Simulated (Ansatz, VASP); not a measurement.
# Two plane-wave programs on Sb5S2

INCAR

```
SYSTEM = Sb5S2
PREC = Accurate
ENCUT = 520
EDIFF = 1E-6
ISMEAR = 0
SIGMA = 0.2
LREAL = .FALSE.
LASPH = .TRUE.
NELM = 80
ALGO = Normal
ISIF = 2
LWAVE = .FALSE.
LCHARG = .FALSE.
GGA = PE
NBANDS = 28
```

KPOINTS

```
Automatic mesh
0
G
  6 6 6
  0 0 0
```

POSCAR

```
Sb5S2
1.0
   -2.0608072392      3.5694228429      0.0000000000
   -4.1216144784      0.0000000000      0.0000000000
   -2.0608072392      1.1898076143     13.3363376516
Sb S
5 2
Direct
    1.0000000000      1.0000000000      0.0000000000
    0.5740253407      0.5740253407      0.2779239780
    0.4259746593      0.4259746593      0.7220760220
    0.8661376733      0.8661376733      0.4015869802
    0.1338623267      0.1338623267      0.5984130198
    0.2959301413      0.2959301413      0.1122095762
    0.7040698587      0.7040698587      0.8877904238
```

Input for Ansatz:

```yaml
crystal:
  lattice:
    - [-2.0608072392, 3.5694228429, 0.0]
    - [-4.1216144784, 0.0, 0.0]
    - [-2.0608072392, 1.1898076143, 13.3363376516]
  atoms:
    - { symbol: Sb, position: [1.0, 1.0, 0.0] }
    - { symbol: Sb, position: [0.5740253407, 0.5740253407, 0.277923978] }
    - { symbol: Sb, position: [0.4259746593, 0.4259746593, 0.722076022] }
    - { symbol: Sb, position: [0.8661376733, 0.8661376733, 0.4015869802] }
    - { symbol: Sb, position: [0.1338623267, 0.1338623267, 0.5984130198] }
    - { symbol: S, position: [0.2959301413, 0.2959301413, 0.1122095762] }
    - { symbol: S, position: [0.7040698587, 0.7040698587, 0.8877904238] }
basis:
  ecutwfc: 420
kpoints:
  mp_grid: { grid: [6, 6, 6] }
hamiltonian:
  xc: pbe
scf:
  occupations: { method: gaussian, width: 0.2 }
  lower_state_search: "off"
output:
  forces: true
  stress: true
  eigenvalues: true
```

Alike in both runs: task single point; functional PBE; k mesh 6 × 6 × 6; occupations gaussian, width 0.2 eV; no spin polarisation.

|  | VASP | Ansatz |
| --- | --- | --- |
| version | VASP 6.6.1 | Ansatz 0.2.0 |
| potentials or method | VASP PAW PBE potentials, release 64 (Sb, S), cutoff 520 eV | scalar-relativistic, plane waves, PAW |
| valence electrons in the cell | 37 | 87 |

VASP gave:

- gap on the k mesh at the Fermi level (eV): none
- pressure (GPa): -0.1
- traceless stress, the component that is largest in VASP (GPa): -0.29
- rms of the force components (eV/Å): 0.031

Question: Which values does Ansatz return?

Answer: gap on the k mesh at the Fermi level (eV): none; pressure (GPa): -0.1; traceless stress, the component that is largest in VASP (GPa): -0.32; rms of the force components (eV/Å): 0.014.

Atom by atom the forces differ by 0.021 eV/Å (rms over components). A gap of «none» marks a metal or a gap that the smearing closes. VASP's potentials hold 37 valence electrons a cell and Ansatz's 87, so a difference there can come from the potentials and not from the codes.

Spin-orbit coupling is off throughout.
